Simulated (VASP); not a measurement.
Write the native input for VASP 6.6.1 that does the following.

```
Task                   : single point
Functional             : PBE
Potentials or basis    : VASP PAW PBE potentials, release 64 (Sc_sv, Bi_d, F)
Cutoff                 : 520 eV
k mesh                 : 10 × 10 × 4
Occupations            : gaussian, width 0.1 eV
Spin                   : no spin polarisation
Dipole correction      : no
Further INCAR settings : ALGO = Normal; EDIFF = 1e-06; NBANDS = 50
```

The structure of Sc2BiF6 lies in POSCAR:

```
Sc2BiF6
1.0
    4.3006115919      0.0000000000      0.0000000000
    0.0000000000      4.3006115919      0.0000000000
    0.0000000000      0.0000000000      9.2023258065
Sc Bi F
2 1 6
Direct
    0.5000000000      0.5000000000      0.3679900527
    0.5000000000      0.5000000000      0.6320099473
    0.0000000000      0.0000000000      0.0000000000
    0.5000000000      0.0000000000      0.0000000000
    0.5000000000      0.0000000000      0.5000000000
    0.0000000000      0.5000000000      0.0000000000
    0.0000000000      0.5000000000      0.5000000000
    0.0000000000      0.0000000000      0.2518477819
    0.0000000000      0.0000000000      0.7481522181
```

This cell differs from its parent crystal: atoms taken out.

One way to write it, as run:

INCAR

```
SYSTEM = Sc2BiF6
  ALGO = Normal
  EDIFF = 1E-6
  ENCUT = 520
  GGA = PE
  ISIF = 2
  ISMEAR = 0
  LASPH = .TRUE.
  LCHARG = .FALSE.
  LREAL = .FALSE.
  LWAVE = .FALSE.
  NBANDS = 50
  NELM = 100
  PREC = Accurate
  SIGMA = 0.1
```

KPOINTS

```
k-points
0
G
  10 10 4
  0 0 0
```

Potentials or basis: VASP PAW PBE potentials, release 64 (Sc_sv, Bi_d, F).

Command:

```bash
$ cat potpaw_PBE.64/Sc_sv/POTCAR potpaw_PBE.64/Bi_d/POTCAR potpaw_PBE.64/F/POTCAR > POTCAR
$ mpirun -np 1 vasp_std > vasp.out
```

Results of the run:

```json
{"Pressure": "0.0 GPa", "Largest force": "0.071 eV/Å", "Band gap on the k mesh": "zero (an odd number of electrons rules out a gap without spin polarisation)"}
```

Caveat: the cell differs from its parent crystal (atoms taken out); spin-orbit coupling is left out, which moves the levels of the heavy elements; an odd number of electrons without spin polarisation forces a metal; a magnetic or distorted state may lie lower.

Run time: 7.7 min on 1 thread of AMD EPYC 7R13 Processor (Zen 3) (shared host), peak memory 0.52 GiB.
